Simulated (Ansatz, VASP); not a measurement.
# ZrS: VASP beside Ansatz

```
CELL_PARAMETERS angstrom
0.00000 2.62500 2.62500
2.62500 0.00000 2.62500
2.62500 2.62500 0.00000
ATOMIC_POSITIONS crystal
Zr 0.00000 0.00000 0.00000
S 0.50000 0.50000 0.50000
```

Alike in both runs: task relaxation of cell and atoms; functional PBEsol; k mesh 14 × 14 × 14; occupations gaussian, width 0.1 eV; no spin polarisation.

|  | VASP | Ansatz |
| --- | --- | --- |
| version | VASP 6.6.1 | Ansatz 0.2.0 |
| potentials or method | VASP PAW PBE potentials, release 64 (Zr_sv, S), cutoff 600 eV | scalar-relativistic, plane waves, PAW |
| valence electrons in the cell | 18 | 18 |

Ansatz gave:

| Item | Value |
| --- | --- |
| gap on the k mesh at the Fermi level, each at its own relaxed structure (eV) | none |
| relaxed volume (Å³/atom) | 17.24 |
| relaxed cell length with the largest relative difference (Å) | 3.653 |

Q: Estimate VASP's values.

A: gap on the k mesh at the Fermi level, each at its own relaxed structure (eV): none; relaxed volume (Å³/atom): 17.27; relaxed cell length with the largest relative difference (Å): 3.656.

VASP's potentials were made for PBE, not for PBEsol, and Ansatz warns of the same on its side. A gap of «none» marks a metal or a gap that the smearing closes.

Noted on VASP's run: too few bands were computed for a metal, which touches its energy and stress.
